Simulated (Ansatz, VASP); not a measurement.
# One calculation of SnO2, two programs

```
CELL_PARAMETERS angstrom
2.80493 0.00000 0.00000
0.00000 2.80493 0.00000
0.00000 0.00000 38.17273
ATOMIC_POSITIONS crystal
Sn 0.00000 0.00000 0.20617
Sn 0.00000 0.00000 0.34396
O 0.50000 0.50000 0.23748
O 0.50000 0.50000 0.17504
O 0.50000 0.50000 0.37509
O 0.50000 0.50000 0.31265
```

Alike in both runs: functional PBE; dispersion D3(BJ); k mesh 14 × 14 × 1; occupations gaussian, width 0.1 eV; no spin polarisation.

Ansatz relaxed the structure, and its values are those at the end. VASP's run is a single point on that final structure, the one shown.

```csv
,VASP,Ansatz
version,VASP 6.6.1,Ansatz 0.2.0
potentials or method,"VASP PAW PBE potentials, release 64 (Sn_d, O), cutoff 520 eV","scalar-relativistic, plane waves, PAW"
valence electrons in the cell,52,52
```

```tsv
	VASP	Ansatz	Ansatz less VASP
gap on the k mesh at the Fermi level (eV)	none	none	-
rms of the force components (eV/Å)	0.016	0.000	-0.0159
```

A gap of «none» marks a metal or a gap that the smearing closes. Ansatz's warnings: xc potential rough in thin density.
